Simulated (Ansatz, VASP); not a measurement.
**Zr2As2Rh in VASP and in Ansatz**

Contents of INCAR:

```
  PREC = Accurate
  ENCUT = 520
  EDIFF = 1E-7
  ISMEAR = -1
  SIGMA = 0.1
  LREAL = False
  LASPH = True
  NELM = 80
  ALGO = Normal
  ISIF = 2
  LWAVE = False
  LCHARG = False
  GGA = PE
  NBANDS = 32
```

The input KPOINTS:

```
regular mesh
0
Gamma
  9 9 5
```

POSCAR

```
Zr2As2Rh
1.0
    4.2464920000      0.0000000000      0.0000000000
   -2.1232460000      3.6775720000      0.0000000000
    0.0000000000      0.0000000000      6.8084760000
Zr As Rh
2 2 1
Direct
    0.3333000000      0.6667000000      0.3694400000
    0.6667000000      0.3333000000      0.6305600000
    0.3333000000      0.6667000000      0.7679300000
    0.6667000000      0.3333000000      0.2320700000
    0.0000000000      0.0000000000      0.0000000000
```

Input for Ansatz:

```yaml
crystal:
  lattice:
    - [4.246492, 0.0, 0.0]
    - [-2.123246, 3.677572, 0.0]
    - [0.0, 0.0, 6.808476]
  atoms:
    - { symbol: Zr, position: [0.3333, 0.6667, 0.36944] }
    - { symbol: Zr, position: [0.6667, 0.3333, 0.63056] }
    - { symbol: As, position: [0.3333, 0.6667, 0.76793] }
    - { symbol: As, position: [0.6667, 0.3333, 0.23207] }
    - { symbol: Rh, position: [0.0, 0.0, 0.0] }
  symmetry: { tolerance: 0.0003 }
kpoints:
  mp_grid: { grid: [9, 9, 5], shift: [0, 0, 0] }
  band_path:
    path:
      - [0.0, 0.0, 0.0]
      - [0.5, 1.4e-07, 0.0]
      - [0.33333333, 0.33333347, 0.0]
      - [0.0, 0.0, 0.0]
      - [0.0, 0.0, 0.5]
      - [0.5, 1.4e-07, 0.5]
      - [0.33333333, 0.33333347, 0.5]
      - [0.0, 0.0, 0.5]
      - [0.5, 1.4e-07, 0.5]
      - [0.5, 1.4e-07, 0.0]
      - [0.33333333, 0.33333347, 0.5]
    npoints: 6
magnetization:
  spin_polarized: false
scf:
  occupations: { method: fermi_dirac }
  lower_state_search: "off"
  max_iter: 200
hamiltonian:
  pseudopotentials: { kind: paw }
  xc: pbe
basis:
  ecutwfc: 420
  fft_grid_basis: typed
output:
  forces: true
  stress: true
  eigenvalues: true
  bader: true
  populations: true
  elf: true
  write_potential: true
  volumetric_format: npy
  dos:
    e_range: [-12, 8]
    de: 0.05
    projected: { site_lists: { As: [As], Rh: [Rh], Zr: [Zr] } }
checkpoint:
  read: saved_state
```

Alike in both runs: task single point; functional PBE; k mesh 9 × 9 × 5; no spin polarisation.

```csv
,VASP,Ansatz
version,VASP 6.6.1,Ansatz 0.2.0
potentials or method,"VASP PAW PBE potentials, release 64 (Zr_sv, As, Rh_pv), cutoff 520 eV",PAW plane waves
occupations,"fermi-dirac, width 0.1 eV",fermi-dirac
valence electrons in the cell,49,71
```

Ansatz gave:

| Quantity | Value |
| --- | --- |
| pressure (GPa) | -0.8 |
| traceless stress, the component that is largest in VASP (GPa) | -3.33 |
| rms of the force components (eV/Å) | 0.961 |

Problem. Which values does VASP return?

Solution. Pressure (GPa): -0.7; traceless stress, the component that is largest in VASP (GPa): -3.34; rms of the force components (eV/Å): 0.965.

Atom by atom the forces differ by 0.009 eV/Å (rms over components). VASP's potentials hold 49 valence electrons a cell and Ansatz's 71, so a difference there can come from the potentials and not from the codes. Ansatz's warnings: structure snapped to symmetry.
